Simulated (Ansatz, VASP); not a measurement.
## Two plane-wave programs on MoAs3

```
CELL_PARAMETERS angstrom
-2.06209 2.06209 4.03001
2.06209 -2.06209 4.03001
2.06209 2.06209 -4.03001
ATOMIC_POSITIONS crystal
Mo 0.00000 0.00000 0.00000
As 0.50000 0.50000 0.00000
As 0.25000 0.75000 0.50000
As 0.75000 0.25000 0.50000
```

Alike in both runs: functional PBE; k mesh 16 × 16 × 16; occupations gaussian, width 0.1 eV; no spin polarisation.

Ansatz relaxed the structure, and its values are those at the end. VASP's run is a single point on that final structure, the one shown.

|  | VASP | Ansatz |
| --- | --- | --- |
| version | VASP 6.6.1 | Ansatz 0.2.0 |
| potentials or method | VASP PAW PBE potentials, release 64 (Mo_sv, As), cutoff 520 eV | scalar-relativistic, plane waves, PAW |
| valence electrons in the cell | 29 | 59 |

```tsv
	VASP	Ansatz	Ansatz less VASP
gap on the k mesh at the Fermi level (eV)	none	none	-
pressure (GPa)	0.2	0.0	-0.24
```

A gap of «none» marks a metal or a gap that the smearing closes. VASP's potentials hold 29 valence electrons a cell and Ansatz's 59, so a difference there can come from the potentials and not from the codes.
